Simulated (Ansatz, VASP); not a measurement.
**One calculation of Al4FeCo3, two programs**

INCAR

```
SYSTEM = Al4FeCo3
PREC = Accurate
ENCUT = 520
EDIFF = 1E-6
ISMEAR = 0
SIGMA = 0.1
LREAL = .False.
LASPH = .True.
NELM = 80
ALGO = Fast
ISIF = 2
LWAVE = .False.
LCHARG = .False.
NBANDS = 34
```

File KPOINTS:

```
Automatic mesh
0
Gamma
  10 10 8
  0 0 0
```

Contents of POSCAR:

```
Al4FeCo3
1.0
    4.0361281021      0.0000000000      0.0000000000
    0.0000000000      4.0361281021      0.0000000000
    0.0000000000      0.0000000000      5.7113200318
Al Fe Co
4 1 3
Direct
    0.0000000000      0.5000000000      0.7528055529
    0.0000000000      0.5000000000      0.2471944471
    0.5000000000      0.0000000000      0.7528055529
    0.5000000000      0.0000000000      0.2471944471
    0.5000000000      0.5000000000      0.0000000000
    0.0000000000      0.0000000000      0.0000000000
    0.0000000000      0.0000000000      0.5000000000
    0.5000000000      0.5000000000      0.5000000000
```

Input for Ansatz:

```yaml
crystal:
  lattice:
    - [4.0361281021, 0.0, 0.0]
    - [0.0, 4.0361281021, 0.0]
    - [0.0, 0.0, 5.7113200318]
  atoms:
    - { symbol: Al, position: [0.0, 0.5, 0.7528055529] }
    - { symbol: Al, position: [0.0, 0.5, 0.2471944471] }
    - { symbol: Al, position: [0.5, 0.0, 0.7528055529] }
    - { symbol: Al, position: [0.5, 0.0, 0.2471944471] }
    - { symbol: Fe, position: [0.5, 0.5, 0.0] }
    - { symbol: Co, position: [0.0, 0.0, 0.0] }
    - { symbol: Co, position: [0.0, 0.0, 0.5] }
    - { symbol: Co, position: [0.5, 0.5, 0.5] }
basis:
  ecutwfc: 420
kpoints:
  mp_grid: { grid: [10, 10, 8] }
  band_path:
    path:
      - [[0.0, 0.0, 0.0], [0.0, 0.5, 0.0], [0.5, 0.5, 0.0], [0.0, 0.0, 0.0], [0.0, 0.0, 0.5], [0.0, 0.5, 0.5], [0.5, 0.5, 0.5], [0.0, 0.0, 0.5]]
      - [[0.0, 0.5, 0.0], [0.0, 0.5, 0.5]]
      - [[0.5, 0.5, 0.0], [0.5, 0.5, 0.5]]
    npoints: 14
hamiltonian:
  xc: lda
scf:
  occupations: { method: gaussian, width: 0.1 }
  n_extra_bands: 20
output:
  forces: true
  stress: true
  eigenvalues: true
  populations: true
  dos: { projected: true, de: 0.02, nscf_kmesh: { grid: [12, 12, 10] } }
  bader: true
  write_density: true
  write_potential: true
  elf: true
  volumetric_format: npy
```

Alike in both runs: task single point; functional LDA; k mesh 10 × 10 × 8; occupations gaussian, width 0.1 eV; no spin polarisation.

```csv
,VASP,Ansatz
version,VASP 6.6.1,Ansatz 0.2.0
potentials or method,"VASP PAW LDA potentials, release 64 (Al, Fe, Co), cutoff 520 eV","scalar-relativistic, plane waves, PAW"
valence electrons in the cell,47,79
```

```tsv
	VASP	Ansatz	Ansatz less VASP
gap on the k mesh at the Fermi level (eV)	none	none	-
pressure (GPa)	-10.9	-11.2	-0.29
traceless stress, the component that is largest in VASP (GPa)	0.05	0.05	+0.002
rms of the force components (eV/Å)	0.008	0.005	-0.0023
```

LDA's correlation is that of Perdew and Zunger in VASP and of Perdew and Wang (1992) in Ansatz. Atom by atom the forces differ by 0.002 eV/Å (rms over components). A gap of «none» marks a metal or a gap that the smearing closes. VASP's potentials hold 47 valence electrons a cell and Ansatz's 79, so a difference there can come from the potentials and not from the codes.
